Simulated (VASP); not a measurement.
Crystal: Bi2Au3S3.

```
S Au Bi
1.0
     5.71662    0.00000    0.00000
    -2.85831    4.95074    0.00000
    -2.85831    1.65025    6.61620
S Au Bi
3 3 2
Direct
  0.50000 0.50000 0.50000
  0.08070 0.91930 0.24210
  0.91930 0.08070 0.75790
  0.50000 0.00000 0.00000
  0.00000 0.50000 0.00000
  0.50000 0.50000 0.00000
  0.24230 0.75770 0.72690
  0.75770 0.24230 0.27310
```

Base run:

- Program: VASP 6.6.1
- Functional: r2SCAN
- Potentials or basis: VASP PAW PBE potentials, release 64 (S, Au, Bi_d)
- Cutoff: 520 eV
- k mesh: 4 × 4 × 4
- Occupations: fermi-dirac, width 0.1 eV
- Spin: no spin polarisation
- Hubbard terms: Au d U = 8.0 eV

Its results: band gap on the k mesh zero (an odd number of electrons rules out a gap without spin polarisation); pressure 10.9 GPa; largest force 9.469 eV/Å.

Question: The run is repeated on the same cell with these changes: hubbard terms from Au d U = 8.0 eV to none; further incar settings from ALGO = Normal; EDIFF = 1e-06; NBANDS = 50 to ALGO = Normal; EDIFF = 1e-07; NBANDS = 50. What comes out?

Answer: Band gap on the k mesh zero (an odd number of electrons rules out a gap without spin polarisation); pressure 14.0 GPa; largest force 10.531 eV/Å.

Caveats: the PAW data sets were made with another functional, which shifts forces and pressure a little; spin-orbit coupling is left out, which moves the levels of the heavy elements; the stress differs along the axes, from 5 to 23 GPa (at least some runs); U without spin polarisation on a metal has little footing (at least some runs); the stress differs along the axes, from 7 to 28 GPa (at least some runs).
